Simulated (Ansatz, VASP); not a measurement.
Two plane-wave programs on MnInCu

```
CELL_PARAMETERS angstrom
4.61331 0.00000 0.00000
-2.30666 3.99524 0.00000
0.00000 0.00000 6.03195
ATOMIC_POSITIONS crystal
Mn 0.00000 0.00000 0.68049
Mn 0.00000 0.00000 0.18049
In 0.33333 0.66667 0.70762
In 0.66667 0.33333 0.20762
Cu 0.33333 0.66667 0.20108
Cu 0.66667 0.33333 0.70108
```

Alike in both runs: task single point; functional PBE; k mesh 6 × 6 × 4; occupations gaussian, width 0.1 eV; collinear spin.

|  | VASP | Ansatz |
| --- | --- | --- |
| version | VASP 6.6.1 | Ansatz 0.2.0 |
| potentials or method | VASP PAW PBE potentials, release 64 (Mn_pv, In_d, Cu), cutoff 520 eV | scalar-relativistic, plane waves, PAW |
| valence electrons in the cell | 74 | 94 |

```csv
,VASP,Ansatz,Ansatz less VASP
gap on the k mesh at the Fermi level (eV),none,none,-
pressure (GPa),1.0,0.8,-0.17
"traceless stress, the component that is largest in VASP (GPa)",-5.60,-5.44,+0.163
rms of the force components (eV/Å),0.100,0.099,-0.0010
net moment per atom (μB),1.26,1.26,-0.001
size of the moment on the site where the two differ most (μB),0.06,0.03,-0.027
```

Site moments also hang on the region over which each program counts them. Atom by atom the forces differ by 0.001 eV/Å (rms over components). A gap of «none» marks a metal or a gap that the smearing closes. VASP's potentials hold 74 valence electrons a cell and Ansatz's 94, so a difference there can come from the potentials and not from the codes.
